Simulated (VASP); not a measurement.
Set up this calculation in VASP 6.6.1, as the native input.

```
Task                   : relaxation of cell and atoms
Functional             : PBE
Potentials or basis    : VASP PAW PBE potentials, release 64 (Li_sv)
Cutoff                 : 600 eV
k mesh                 : 10 × 10 × 14
Occupations            : fermi-dirac, width 0.08 eV
Spin                   : no spin polarisation
Target pressure        : 51 GPa
Dipole correction      : no
Further INCAR settings : ALGO = Normal; EDIFF = 1e-07; IBRION = 2; EDIFFG = -0.005; NSW = 32; ISIF = 3
```

The structure of Li lies in POSCAR:

```
Li
1.0
    3.7793607216      0.0000000000      0.0000000000
   -1.8896803608      3.2730223950      0.0000000000
    0.0000000000      0.0000000000      2.0509115876
Li
3
Direct
    0.0000000000      0.0000000000      0.0000000000
    0.3333333333      0.6666666667      0.5000000000
    0.6666666667      0.3333333333      0.5000000000
```

This isn't the form of Li at room conditions, which is bcc.

The input as run:

INCAR

```
SYSTEM = Li
ALGO = Normal
EDIFF = 1E-7
EDIFFG = -0.005
ENCUT = 600
GGA = PE
IBRION = 2
ISIF = 3
ISMEAR = -1
LASPH = .True.
LCHARG = .False.
LREAL = .False.
LWAVE = .False.
NELM = 80
NSW = 32
PREC = Accurate
PSTRESS = 510.0
SIGMA = 0.08
```

KPOINTS

```
k-points
0
Gamma
  10 10 14
  0 0 0
```

Potentials or basis: VASP PAW PBE potentials, release 64 (Li_sv).

The run is started by

```bash
$ cat potpaw_PBE.64/Li_sv/POTCAR > POTCAR
$ mpirun -np 1 vasp_std > vasp.out
```

It gave:

```
Relaxed volume                                             : 8.44 Å³/atom
Relaxed cell                                               : a = 3.777 Å, b = 3.777 Å, c = 2.050 Å, α = 90.00°, β = 90.00°, γ = 120.00°
Space group after relaxing (to 0.1 Å)                      : P6/mmm (No. 191)
Energy change on relaxing (the run minimises the enthalpy) : +5.0 meV/atom
Ionic steps                                                : 2
Pressure after relaxing                                    : 51.0 GPa
Band gap on the k mesh                                     : zero (an odd number of electrons rules out a gap without spin polarisation)
```

Caveat: the cutoff is under 1.25 times the usual one of these potentials, so pressure, stress and relaxed cells hold a basis-set (Pulay) error; the cell is relaxed towards a set pressure, so the run minimises the enthalpy, not the energy.

It took 35 s on 1 thread of Intel(R) Xeon(R) Platinum 8259CL CPU @ 2.50GHz (Skylake/Cascade Lake), with other jobs on the host, peak memory 0.14 GiB.
